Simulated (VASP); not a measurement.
Crystal: Ta.

```xyz
1
Lattice="-1.6513 1.6513 1.6513 1.6513 -1.6513 1.6513 1.6513 1.6513 -1.6513" Properties=species:S:1:pos:R:3 pbc="T T T"
Ta    0.0000    0.0000    0.0000
```

```yaml
Program: VASP 6.6.1
Task: relaxation of volume and atoms at fixed shape
Functional: LDA
Potentials_or_basis: VASP PAW LDA potentials, release 64 (Ta_sv_GW)
Cutoff: 500 eV
k_mesh: 9 × 9 × 9
Occupations: gaussian, width 0.02 eV
Spin: no spin polarisation
```

At the start: pressure -10.6 GPa; volume 18.01 Å³/atom.

Q: How do energy, volume and symmetry change on relaxing?

A: Over 4 steps the energy falls by 32.4 meV/atom and the volume is 17.10 Å³/atom (-5.1 %); space group Im-3m (No. 229, to 0.1 Å) before and after.

Step by step:
```csv
step,energy change (eV),largest force (eV/Å),pressure (GPa),volume (Å³)
1,0.0000,0.0000,-10.59,18.01
2,0.1767,0.0000,35.86,15.08
3,-0.0322,0.0000,-0.90,17.16
4,-0.0324,0.0000,-0.09,17.10
```

Final structure:
```cif
data_structure
_symmetry_space_group_name_H-M 'P 1'
_symmetry_Int_Tables_number 1
_cell_length_a 2.8111
_cell_length_b 2.8111
_cell_length_c 2.8111
_cell_angle_alpha 109.471
_cell_angle_beta 109.471
_cell_angle_gamma 109.471
_cell_volume 17.10
loop_
_atom_site_label
_atom_site_type_symbol
_atom_site_fract_x
_atom_site_fract_y
_atom_site_fract_z
_atom_site_occupancy
Ta1 Ta 0.00000 0.00000 0.00000 1
```
